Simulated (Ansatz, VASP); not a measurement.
## One calculation of Zn24O23, two programs

```
CELL_PARAMETERS angstrom
-3.27939 -5.68007 5.29323
6.55878 0.00000 5.29323
-3.27939 5.68007 5.29323
ATOMIC_POSITIONS crystal
Zn 0.67891 0.51224 0.34557
Zn 0.50104 0.33483 0.66708
Zn 0.83272 0.66574 0.99850
Zn 0.50150 0.83375 0.16770
Zn 0.83240 0.16517 0.49938
Zn 0.00042 0.33437 0.16816
Zn 0.33183 0.66605 0.49907
Zn 0.66718 0.99973 0.83133
Zn 0.16466 0.50051 0.83306
Zn 0.16640 0.99800 0.33385
Zn 0.00120 0.83454 0.66787
Zn 0.33356 0.16689 0.00023
Zn 0.50304 0.16728 0.33447
Zn 0.33650 0.99838 0.66563
Zn 0.66781 0.33637 0.00061
Zn 0.33395 0.50114 0.16971
Zn 0.67876 0.81330 0.49626
Zn 0.83351 0.99950 0.16645
Zn 0.16616 0.33311 0.50018
Zn 0.49978 0.66684 0.83283
Zn 0.99896 0.16983 0.83171
Zn 0.97997 0.66293 0.34543
Zn 0.82960 0.51210 0.64663
Zn 0.16505 0.83230 0.00316
O 0.63117 0.46224 0.78985
O 0.95782 0.78927 0.13113
O 0.62890 0.95651 0.29784
O 0.95594 0.29780 0.62448
O 0.12318 0.46450 0.29557
O 0.46446 0.79115 0.62261
O 0.79261 0.12702 0.95946
O 0.29280 0.62595 0.96035
O 0.29368 0.12613 0.45928
O 0.12724 0.96057 0.79390
O 0.46013 0.29346 0.12680
O 0.62872 0.29870 0.45877
O 0.46030 0.12712 0.79243
O 0.79211 0.46205 0.13204
O 0.46537 0.62544 0.29538
O 0.79209 0.95576 0.62320
O 0.96036 0.12624 0.29274
O 0.29291 0.45940 0.62703
O 0.62607 0.79369 0.95958
O 0.12576 0.29363 0.96045
O 0.12243 0.78986 0.45875
O 0.95653 0.62542 0.78909
O 0.29379 0.95909 0.12696
```

Change from the starting cell: O vacancy (site b), charge +0, atoms relaxed at the host's cell.

Alike in both runs: functional PBE; k mesh 2 × 2 × 2; occupations gaussian, width 0.01 eV; no spin polarisation.

Ansatz relaxed the structure, and its values are those at the end. VASP's run is a single point on that final structure, the one shown.

```csv
,VASP,Ansatz
version,VASP 6.6.1,Ansatz 0.2.0
potentials or method,"VASP PAW PBE potentials, release 64 (Zn, O), cutoff 520 eV","scalar-relativistic, plane waves, PAW"
valence electrons in the cell,426,426
```

```csv
,VASP,Ansatz,Ansatz less VASP
gap on the k mesh at the Fermi level (eV),1.47,1.46,-0.003
least direct gap on the mesh (eV),1.76,1.76,-0.005
rms of the force components (eV/Å),0.010,0.001,-0.0091
```
